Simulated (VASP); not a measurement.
InSb3:

```
Sb In
1.0
     4.86962    0.00000    0.00000
     0.00000    4.86962    0.00000
     0.00000    0.00000    4.86962
Sb In
3 1
Direct
  0.50000 0.50000 0.00000
  0.00000 0.50000 0.50000
  0.50000 0.00000 0.50000
  0.00000 0.00000 0.00000
```

Base run:

- Program: VASP 6.6.1
- Functional: PBE
- Potentials or basis: VASP PAW PBE potentials, release 64 (Sb, In_d)
- Cutoff: 520 eV
- k mesh: 6 × 6 × 6
- Occupations: fermi-dirac, width 0.05 eV
- Spin: no spin polarisation

Its results: band gap on the k mesh zero (band 14 reaches 10.69 eV, above the bottom of band 15 at 6.31 eV); pressure -1.7 GPa.

After a change of settings the same cell gave: band gap on the k mesh zero (band 14 reaches 10.53 eV, above the bottom of band 15 at 6.16 eV); pressure -4.3 GPa. Which change was it?
A. further incar settings from ALGO = Normal; EDIFF = 1e-07; NBANDS = 22 to ALGO = Normal; EDIFF = 1e-06; NBANDS = 22
B. functional from PBE to r2SCAN; further incar settings from ALGO = Normal; EDIFF = 1e-07; NBANDS = 22 to ALGO = Normal; EDIFF = 1e-06; NBANDS = 22
C. functional from PBE to LDA; potentials or basis from VASP PAW PBE potentials, release 64 (Sb, In_d) to VASP PAW LDA potentials, release 64 (Sb, In_d)
D. functional from PBE to PBEsol

D.

PBEsol binds more tightly than PBE, so the same cell stands under less pressure.

Caveats: spin-orbit coupling is left out, which moves the levels of the heavy elements; the PAW data sets were made with another functional, which shifts forces and pressure a little (some runs).
